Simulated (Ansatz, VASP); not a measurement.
**One calculation of Na, two programs**

```
Na
1.0
    -2.05583    2.05583    2.05583
     2.05583   -2.05583    2.05583
     2.05583    2.05583   -2.05583
Na
1
Direct
  0.00000 0.00000 0.00000
```

Alike in both runs: task relaxation of cell and atoms; functional PBEsol; k mesh 14 × 14 × 14; occupations gaussian, width 0.1 eV; no spin polarisation.

```csv
,VASP,Ansatz
version,VASP 6.6.1,Ansatz 0.2.0
potentials or method,"VASP PAW PBE potentials, release 64 (Na_pv), cutoff 600 eV","scalar-relativistic, plane waves, PAW"
valence electrons in the cell,7,9
```

Ansatz gave:

```
gap on the k mesh at the Fermi level, each at its own relaxed structure (eV) : none
relaxed volume (Å³/atom)                                                     : 36.22
relaxed cell length with the largest relative difference (Å)                 : 3.610
```

Estimate VASP's values.

gap on the k mesh at the Fermi level, each at its own relaxed structure (eV): none; relaxed volume (Å³/atom): 36.18; relaxed cell length with the largest relative difference (Å): 3.609.

VASP's potentials were made for PBE, not for PBEsol. A gap of «none» marks a metal or a gap that the smearing closes. VASP's potentials hold 7 valence electrons a cell and Ansatz's 9, so a difference there can come from the potentials and not from the codes.
